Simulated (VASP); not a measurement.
Wanted: the native input for a VASP 6.6.1 run.

* Task: single point
* Functional: PBE
* Potentials or basis: VASP PAW PBE potentials, release 64 (Pd)
* Cutoff: 520 eV
* k mesh: 18 × 18 × 18
* Occupations: gaussian, width 0.1 eV
* Spin: no spin polarisation
* Dipole correction: no
* Further INCAR settings: ALGO = Normal; EDIFF = 1e-06; NBANDS = 11

The structure of Pd lies in POSCAR:

```
Pd
1.0
    0.0000000000      1.9533603150      1.9533603150
    1.9533603150      0.0000000000      1.9533603150
    1.9533603150      1.9533603150      0.0000000000
Pd
1
Direct
    0.0000000000      0.0000000000      0.0000000000
```

This cell differs from its parent crystal: strained.

One way to write it, as run:

INCAR

```
PREC = Accurate ; ENCUT = 520
EDIFF = 1E-6 ; ISMEAR = 0
SIGMA = 0.1 ; LREAL = False
LASPH = True ; NELM = 80
ALGO = Normal ; ISIF = 2
LWAVE = False ; LCHARG = False
GGA = PE ; NBANDS = 11
```

KPOINTS

```
Automatic mesh
0
Gamma
  18 18 18
```

Potentials or basis: VASP PAW PBE potentials, release 64 (Pd).

Command:

```sh
$ cat potpaw_PBE.64/Pd/POTCAR > POTCAR
$ mpirun -np 1 vasp_std > vasp.out
```

It gave:

The pressure is 4.6 GPa. The band gap on the k mesh is zero (bands 5 and 6 overlap by 1.56 eV).

Caveat: the cell differs from its parent crystal (strained); the cell stands under pressure.

Wall time 28 s on 1 thread of Intel Xeon 8259CL, on a shared host, peak memory 0.16 GiB.
